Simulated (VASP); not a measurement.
# Cs (Pm-3m) in VASP: a series of runs

Cs is run at these levels: PBEsol; tasks: single point.

All numbers are computed with VASP 6.6.1; they aren't measurements. Logs are shortened: lines on timing, memory, paths and dates and some standing lists are left out, and cuts for length are marked.

### Step 1. The cell of the first run

Symmetry: Pm-3m, No. 221, cubic system. The conventional cell has a = 4.717 Å, b = 4.717 Å, c = 4.717 Å, α = 90.00°, β = 90.00°, γ = 90.00°.

This isn't the form of Cs at room conditions, which is bcc.

### Step 2. Single point, PBEsol (104.97 Å³/atom)

File INCAR:

```
SYSTEM = Cs
ALGO = Normal
EDIFF = 1E-6
ENCUT = 520
GGA = PS
ISIF = 2
ISMEAR = -1
LASPH = .TRUE.
LCHARG = .FALSE.
LREAL = .FALSE.
LWAVE = .FALSE.
NBANDS = 10
NELM = 100
PREC = Accurate
SIGMA = 0.1
```

File KPOINTS:

```
k-points
0
G
  7 7 7
  0 0 0
```

File POSCAR:

```
Cs
1.0
    4.7172451777      0.0000000000      0.0000000000
    0.0000000000      4.7172451777      0.0000000000
    0.0000000000      0.0000000000      4.7172451777
Cs
1
Direct
    0.0000000000      0.0000000000      0.0000000000
```

Potentials or basis: VASP PAW PBE potentials, release 64 (Cs_sv).

Started as:

```bash
$ cat potpaw_PBE.64/Cs_sv/POTCAR > POTCAR
$ mpirun -np 1 vasp_std > vasp.out
```

OUTCAR:

```text
SYSTEM = Cs
   EDIFF = 1E-6
   ENCUT = 520
   GGA = PS
   ISIF = 2
   ISMEAR = -1
   LASPH = .TRUE.
   LREAL = .FALSE.
   NELM = 100
   PREC = Accurate

 ion  position               nearest neighbor table
   1  0.000  0.000  0.000-

  LATTYP: Found a simple cubic cell.
 ALAT       =     4.7172451777

  Lattice vectors:

 A1 = (   4.7172451777,   0.0000000000,   0.0000000000)
 A2 = (   0.0000000000,   4.7172451777,   0.0000000000)
 A3 = (   0.0000000000,   0.0000000000,   4.7172451777)

Analysis of symmetry for initial positions (statically):
=====================================================================
 Subroutine PRICEL returns:
 Original cell was already a primitive cell.

 Routine SETGRP: Setting up the symmetry group for a
 simple cubic supercell.

 Subroutine GETGRP returns: Found 48 space group operations
 (whereof 48 operations were pure point group operations)
 out of a pool of 48 trial point group operations.

The static configuration has the point symmetry O_h .

Analysis of symmetry for dynamics (positions and initial velocities):
=====================================================================
 Subroutine PRICEL returns:
 Original cell was already a primitive cell.

 Routine SETGRP: Setting up the symmetry group for a
 simple cubic supercell.

 Subroutine GETGRP returns: Found 48 space group operations
 (whereof 48 operations were pure point group operations)
 out of a pool of 48 trial point group operations.

The dynamic configuration has the point symmetry O_h .

 Subroutine INISYM returns: Found 48 space group operations
 (whereof 48 operations are pure point group operations),
 and found     1 'primitive' translations

----------------------------------------------------------------------------------------

                                     Primitive cell

  volume of cell :     104.9700

  direct lattice vectors                    reciprocal lattice vectors
     4.717245178  0.000000000  0.000000000     0.211988133  0.000000000  0.000000000
     0.000000000  4.717245178  0.000000000     0.000000000  0.211988133  0.000000000
     0.000000000  0.000000000  4.717245178     0.000000000  0.000000000  0.211988133

  length of vectors
     4.717245178  4.717245178  4.717245178     0.211988133  0.211988133  0.211988133

  position of ions in fractional coordinates (direct lattice)
     0.000000000  0.000000000  0.000000000

  ion indices of the primitive-cell ions
   primitive index   ion index
                 1           1

----------------------------------------------------------------------------------------

 KPOINTS: k-points

Automatic generation of k-mesh.
 Grid dimensions read from file:
 generate k-points for:    7    7    7

 Generating k-lattice:

  Cartesian coordinates                     Fractional coordinates (reciprocal lattice)
     0.030284019  0.000000000  0.000000000     0.142857143  0.000000000  0.000000000
     0.000000000  0.030284019  0.000000000     0.000000000  0.142857143  0.000000000
     0.000000000  0.000000000  0.030284019     0.000000000  0.000000000  0.142857143

  Length of vectors
     0.030284019  0.030284019  0.030284019

  Shift w.r.t. Gamma in fractional coordinates (k-lattice)
     0.000000000  0.000000000  0.000000000

 Subroutine IBZKPT returns following result:
 ===========================================

 Found     20 irreducible k-points:

 Following reciprocal coordinates:
            Coordinates               Weight
  0.000000  0.000000  0.000000      1.000000
  0.142857  0.000000  0.000000      6.000000
  0.285714  0.000000  0.000000      6.000000
  0.428571  0.000000  0.000000      6.000000
  0.142857  0.142857  0.000000     12.000000
  0.285714  0.142857  0.000000     24.000000
[... 12 lines left out ...]
  0.428571  0.428571  0.285714     24.000000
  0.428571  0.428571  0.428571      8.000000
   k-points           NKPTS =     20   k-points in BZ     NKDIM =     20   number of bands    NBANDS=     10
   number of dos      NEDOS =    301   number of ions     NIONS =      1
   total plane-waves  NPLWV =  46656
   dimension x,y,z NGX =    36 NGY =   36 NGZ =   36
   dimension x,y,z NGXF=    72 NGYF=   72 NGZF=   72
   ions per type =               1
   NGX,Y,Z   is equivalent  to a cutoff of  12.69, 12.69, 12.69 a.u.
   NGXF,Y,Z  is equivalent  to a cutoff of  25.37, 25.37, 25.37 a.u.
 SYSTEM =  Cs
   PREC   = accura    normal or accurate (medium, high low for compatibility)
   ISTART =      0    job   : 0-new  1-cont  2-samecut
   ICHARG =      2    charge: 1-file 2-atom 10-const
   ISPIN  =      1    spin polarized calculation?
   LNONCOLLINEAR =      F non collinear calculations
   LSORBIT =      F    spin-orbit coupling
   LASPH  =      T    aspherical Exc in radial PAW
   ENCUT  =  520.0 eV  38.22 Ry    6.18 a.u.   8.77  8.77  8.77*2*pi/ulx,y,z
   NELM   =    100;   NELMIN=  2; NELMDL= -5     # of ELM steps
   EDIFF  = 0.1E-05   stopping-criterion for ELM
   LREAL  =      F    real-space projection
   EDIFFG = 0.1E-04   stopping-criterion for IOM
   NSW    =      0    number of steps for IOM
   IBRION =     -1    ionic relax: 0-MD 1-quasi-New 2-CG
   NFREE  =      0    steps in history (QN), initial steepest desc. (CG)
   ISIF   =      2    stress and relaxation
   ISYM   =      2    0-nonsym 1-usesym 2-fastsym
   POTIM  = 0.5000    time-step for ionic-motion
   TEBEG  =    0.0;   TEEND  =   0.0 temperature during run
   PSTRESS=    0.0 pullay stress
   NELECT =       9.0000    total number of electrons
   NUPDOWN=      -1.0000    fix difference up-down
   EMIN   =  10.00;   EMAX   =-10.00  energy-range for DOS
   EFERMI =   0.00;   METHOD = LEGACY
   ISMEAR =    -1;   SIGMA  =   0.10  broadening in eV -4-tet -1-fermi 0-gaus
   EFERMI_NEDOS =   21; number of points for ismear=-14 and -15
   IALGO  =     38    algorithm
   IMIX   =      4    mixing-type and parameters
     AMIX     =   0.40;   BMIX     =  1.00
     AMIX_MAG =   1.60;   BMIX_MAG =  1.00
  volume/ion in A,a.u.               =     104.97       708.37
  Fermi-wavevector in a.u.,A,eV,Ry     =   0.721884  1.364162  7.090214  0.521116
  Thomas-Fermi vector in A             =   1.811705
   LORBIT       =      0    0 simple, 1 ext, 2 COOP (PROOUT), +10 PAW based schemes
   GGA     = PS    functional components
   LHFCALC =     F    Hartree Fock is set to
   AEXX    =    0.0000 exact exchange contribution
   IVDW    =     0    specifies the selected vdW correction
   LEPSILON=     F    determine dielectric tensor
   LRPA    =     F    only Hartree local field effects (RPA)
 non-spin polarized calculation
  energy-cutoff  :      520.00
  volume of cell :      104.97
 maximum number of plane-waves:      2849
 NGX is ok and might be reduce to    36
   NGX = 17   NGY = 17   NGZ = 17

 number of electron       8.9999996 magnetization

 Free energy of the ion-electron system (eV)
  ---------------------------------------------------
  ext. energy  EPLUGINS =         0.00000000
  ---------------------------------------------------
  free energy    TOTEN  =        -0.85350701 eV

  energy without entropy =       -0.80962377  energy(sigma->0) =       -0.83156539

 E-fermi :   0.6302     XC(G=0):  -5.7135

 val. band max:        0.5957016587   @ k =   0.4286   0.1429   0.1429
 cond. band min:       0.7047590840   @ k =   0.2857   0.2857   0.2857
 fundamental gap:      0.1090574253
 Fermi energy:         0.6301541890

 k-point     1 :       0.0000    0.0000    0.0000
  band No.  band energies     occupation
      1     -23.3459      2.00000
      2     -10.0087      2.00000
      3     -10.0087      2.00000
      4     -10.0087      2.00000
      5      -1.1412      2.00000
      6       1.9113      0.00001
      7       1.9113      0.00001
      8       5.3592      0.00000
      9       5.3592      0.00000
     10       5.3592      0.00000

 k-point     2 :       0.1429    0.0000    0.0000
  band No.  band energies     occupation
      1     -23.3432      2.00000
      2     -10.0652      2.00000
      3     -10.0039      2.00000
      4     -10.0039      2.00000
      5      -0.9475      2.00000
      6       1.9868      0.00000
      7       1.9982      0.00000
      8       4.7534      0.00000
      9       4.7534      0.00000
     10       5.3958      0.00000

 k-point     3 :       0.2857    0.0000    0.0000
  band No.  band energies     occupation
      1     -23.3371      2.00000
      2     -10.1876      2.00000
      3      -9.9930      2.00000
      4      -9.9930      2.00000
      5      -0.4316      1.99995
      6       1.9211      0.00000
      7       2.1785      0.00000
      8       4.0831      0.00000
      9       4.0831      0.00000
     10       5.1332      0.00000

 k-point     4 :       0.4286    0.0000    0.0000
  band No.  band energies     occupation
      1     -23.3322      2.00000
      2     -10.2815      2.00000
      3      -9.9842      2.00000
      4      -9.9842      2.00000
      5       0.2379      1.96119
      6       1.3457      0.00156
      7       2.3632      0.00000
      8       3.7164      0.00000
      9       3.7164      0.00000
     10       5.5458      0.00000

 k-point     5 :       0.1429    0.1429    0.0000
  band No.  band energies     occupation
      1     -23.3405      2.00000
      2     -10.0628      2.00000
      3     -10.0568      2.00000
      4      -9.9991      2.00000
      5      -0.7570      2.00000
      6       2.0514      0.00000
      7       2.1116      0.00000
      8       4.0794      0.00000
      9       4.6571      0.00000
     10       5.0369      0.00000

 k-point     6 :       0.2857    0.1429    0.0000
  band No.  band energies     occupation
      1     -23.3344      2.00000
      2     -10.1811      2.00000
      3     -10.0475      2.00000
      4      -9.9883      2.00000
      5      -0.2511      1.99970
      6       1.9733      0.00000
      7       2.2990      0.00000
      8       3.5766      0.00000
      9       4.1338      0.00000
     10       5.0256      0.00000
[... 131 lines left out ...]
 k-point    17 :       0.2857    0.2857    0.2857
  band No.  band energies     occupation
      1     -23.3198      2.00000
      2     -10.1538      2.00000
      3     -10.1419      2.00000
      4     -10.1419      2.00000
      5       0.7048      0.64337
      6       2.3623      0.00000
      7       2.3623      0.00000
      8       3.1314      0.00000
      9       3.6678      0.00000
     10       3.6678      0.00000

 k-point    18 :       0.4286    0.2857    0.2857
  band No.  band energies     occupation
      1     -23.3151      2.00000
      2     -10.2347      2.00000
      3     -10.1381      2.00000
      4     -10.1308      2.00000
      5       1.0760      0.02290
      6       1.9608      0.00000
      7       2.1783      0.00000
      8       3.4477      0.00000
      9       3.5639      0.00000
     10       4.4141      0.00000

 k-point    19 :       0.4286    0.4286    0.2857
  band No.  band energies     occupation
      1     -23.3103      2.00000
      2     -10.2227      2.00000
      3     -10.2211      2.00000
      4     -10.1234      2.00000
      5       1.1941      0.00708
      6       1.9624      0.00000
      7       2.0410      0.00000
      8       3.3279      0.00000
      9       4.4966      0.00000
     10       4.6188      0.00000

 k-point    20 :       0.4286    0.4286    0.4286
  band No.  band energies     occupation
      1     -23.3056      2.00000
      2     -10.2109      2.00000
      3     -10.2088      2.00000
      4     -10.2088      2.00000
      5       1.4768      0.00042
      6       1.7206      0.00004
      7       1.7206      0.00004
      8       4.1071      0.00000
      9       4.5996      0.00000
     10       4.7661      0.00000

------------------------ aborting loop because EDIFF is reached ----------------------------------------

  FORCE on cell =-STRESS in cart. coord.  units (eV):
  Direction    XX          YY          ZZ          XY          YZ          ZX
  --------------------------------------------------------------------------------------
  -------------------------------------------------------------------------------------
  Total        0.1547024      0.1547024      0.1547024     -0.0000000      0.0000000      0.0000000
  in kB        2.3612520      2.3612520      2.3612520     -0.0000000      0.0000000      0.0000000
  external PRESSURE =       2.3612520 kB  Pullay stress =       0.0000000 kB

 VOLUME and BASIS-vectors are now :
 -----------------------------------------------------------------------------
  energy-cutoff  :      520.00
  volume of cell :      104.97
      direct lattice vectors                 reciprocal lattice vectors
     4.717245178  0.000000000  0.000000000     0.211988133  0.000000000  0.000000000
     0.000000000  4.717245178  0.000000000     0.000000000  0.211988133  0.000000000
     0.000000000  0.000000000  4.717245178     0.000000000  0.000000000  0.211988133

 POSITION                                       TOTAL-FORCE (eV/Angst)
 -----------------------------------------------------------------------------------
      0.00000      0.00000      0.00000         0.000000      0.000000      0.000000
 -----------------------------------------------------------------------------------
    total drift:                                0.000000      0.000000     -0.000000

  FREE ENERGIE OF THE ION-ELECTRON SYSTEM (eV)
  ---------------------------------------------------
  free  energy   TOTEN  =        -0.8535070146 eV

  energy  without entropy=       -0.8096237708  energy(sigma->0) =       -0.83156539
```

Wall time 7 s (1 thread of Intel Xeon 6975P-C (Granite Rapids), shared host); peak memory 0.19 GiB.

What came out:

| Property | Result |
| --- | --- |
| Free energy | -0.8535 eV |
| Pressure | 0.2 GPa |
| Band gap on the k mesh | zero (an odd number of electrons rules out a gap without spin polarisation) |

Levels at points of the mesh, in eV from the Fermi level:
```csv
k point,band 1,band 2,band 3,band 4,band 5,band 6,band 7,band 8,band 9,band 10
"(0.00, 0.00, 0.00)",-23.98,-10.64,-10.64,-10.64,-1.77,1.28,1.28,4.73,4.73,4.73
```

Caveat: the PAW data sets were made with another functional, which shifts forces and pressure a little; spin-orbit coupling is left out, which moves the levels of the heavy elements.

### Step 3. Single point, PBEsol (109.74 Å³/atom)

This run uses another cell than the first one, of 109.74 Å³/atom.

File INCAR:

```
ALGO = Normal ; EDIFF = 1E-6
ENCUT = 520 ; GGA = PS
ISIF = 2 ; ISMEAR = -1
LASPH = True ; LCHARG = False
LREAL = False ; LWAVE = False
NBANDS = 10 ; NELM = 100
PREC = Accurate ; SIGMA = 0.1
```

File KPOINTS:

```
k-points
0
Gamma
  7 7 7
```

File POSCAR:

```
Cs
1.0
    4.7876622038      0.0000000000      0.0000000000
    0.0000000000      4.7876622038      0.0000000000
    0.0000000000      0.0000000000      4.7876622038
Cs
1
Direct
    0.0000000000      0.0000000000      0.0000000000
```

Potentials or basis: VASP PAW PBE potentials, release 64 (Cs_sv).

Started as:

```bash
$ cat potpaw_PBE.64/Cs_sv/POTCAR > POTCAR
$ mpirun -np 1 vasp_std > vasp.out
```

Wall time 7.9 s (1 thread of Intel Xeon 6975P-C (Granite Rapids), shared host); peak memory 0.19 GiB.

It converged, with:

```
Free energy            : -0.8593 eV
Pressure               : 0.1 GPa
Band gap on the k mesh : zero (an odd number of electrons rules out a gap without spin polarisation)
```

Levels at points of the mesh, in eV from the Fermi level:
```csv
k point,band 3,band 4,band 5,band 6,band 7,band 8
"(0.00, 0.00, 0.00)",-10.67,-10.67,-1.73,1.30,1.30,4.61
```

Caveat: the PAW data sets were made with another functional, which shifts forces and pressure a little; spin-orbit coupling is left out, which moves the levels of the heavy elements.

### Step 4. Single point, PBEsol (114.51 Å³/atom)

This run uses another cell than the first one, of 114.51 Å³/atom.

File INCAR:

```
  PREC = Accurate
  ENCUT = 520
  EDIFF = 1E-6
  ISMEAR = -1
  SIGMA = 0.1
  LREAL = F
  LASPH = T
  NELM = 100
  ALGO = Normal
  ISIF = 2
  LWAVE = F
  LCHARG = T
  GGA = PS
  LELF = T
  LVHAR = T
  NBANDS = 10
```

File KPOINTS:

```
regular mesh
0
Gamma
  7 7 7
```

File POSCAR:

```
Cs
1.0
    4.8560666199      0.0000000000      0.0000000000
    0.0000000000      4.8560666199      0.0000000000
    0.0000000000      0.0000000000      4.8560666199
Cs
1
Direct
    0.0000000000      0.0000000000      0.0000000000
```

Started as:

```bash
$ cat potpaw_PBE.64/Cs_sv/POTCAR > POTCAR
$ mpirun -np 1 vasp_std > vasp.out
```

Run time: 7.3 s. Hardware: 1 thread of Intel Xeon 6975P-C (Granite Rapids), shared host; peak memory 0.19 GiB.

It converged, with:

| Quantity | Value |
| --- | --- |
| Free energy | -0.8624 eV |
| Pressure | 0.1 GPa |
| Band gap on the k mesh | zero (an odd number of electrons rules out a gap without spin polarisation) |

Levels at points of the mesh, in eV from the Fermi level:
```
           k point  band 2  band 3  band 4  band 5  band 6  band 7  band 8  band 9
(0.00, 0.00, 0.00)  -10.69  -10.69  -10.69   -1.69    1.32    1.32    4.50    4.50
```

Caveat: the PAW data sets were made with another functional, which shifts forces and pressure a little; spin-orbit coupling is left out, which moves the levels of the heavy elements.

### Step 5. Single point, PBEsol

This run uses another cell than the first one, of 119.28 Å³/atom.

File INCAR:

```
SYSTEM = Cs
PREC = Accurate ; ENCUT = 520
EDIFF = 1E-6 ; ISMEAR = -1
SIGMA = 0.1 ; LREAL = .FALSE.
LASPH = .TRUE. ; NELM = 80
ALGO = Normal ; ISIF = 2
LWAVE = .FALSE. ; LCHARG = .FALSE.
GGA = PS ; NBANDS = 10
```

File KPOINTS:

```
regular mesh
0
G
  7 7 7
  0 0 0
```

File POSCAR:

```
Cs
1.0
    4.9225963477      0.0000000000      0.0000000000
    0.0000000000      4.9225963477      0.0000000000
    0.0000000000      0.0000000000      4.9225963477
Cs
1
Direct
    0.0000000000      0.0000000000      0.0000000000
```

Started as:

```bash
$ cat potpaw_PBE.64/Cs_sv/POTCAR > POTCAR
$ mpirun -np 1 vasp_std > vasp.out
```

Wall time 11 s (1 thread of Intel Xeon 6975P-C (Granite Rapids), shared host); peak memory 0.22 GiB.

The run converged. Its results:

```yaml
Free_energy: -0.8633 eV
Pressure: 0.0 GPa
Band_gap_on_the_k_mesh: zero (an odd number of electrons rules out a gap without spin polarisation)
```

Levels at points of the mesh, in eV from the Fermi level:
```
           k point  band 3  band 4  band 5  band 6  band 7  band 8
(0.00, 0.00, 0.00)  -10.71  -10.71   -1.65    1.33    1.33    4.40
```

Caveat: the PAW data sets were made with another functional, which shifts forces and pressure a little; spin-orbit coupling is left out, which moves the levels of the heavy elements.

### Step 6. Summary

| cell | gap on the mesh (eV) | pressure (GPa) |
| --- | --- | --- |
| a = 4.717 Å, 1 atom | none | 0.2 |
| a = 4.788 Å, 1 atom | none | 0.1 |
| a = 4.856 Å, 1 atom | none | 0.1 |
| a = 4.923 Å, 1 atom | none | 0.0 |

Alike in all rows: task single point; level PBEsol; potentials or basis VASP PAW PBE potentials, release 64 (Cs_sv); no spin polarisation; k mesh 7 × 7 × 7; cutoff (eV) 520; smearing fermi-dirac 0.1 eV.

Caveats: the PAW data sets were made with another functional, which shifts forces and pressure a little; spin-orbit coupling is left out, which moves the levels of the heavy elements.

Absolute energies hang on the potentials; compare differences alone.
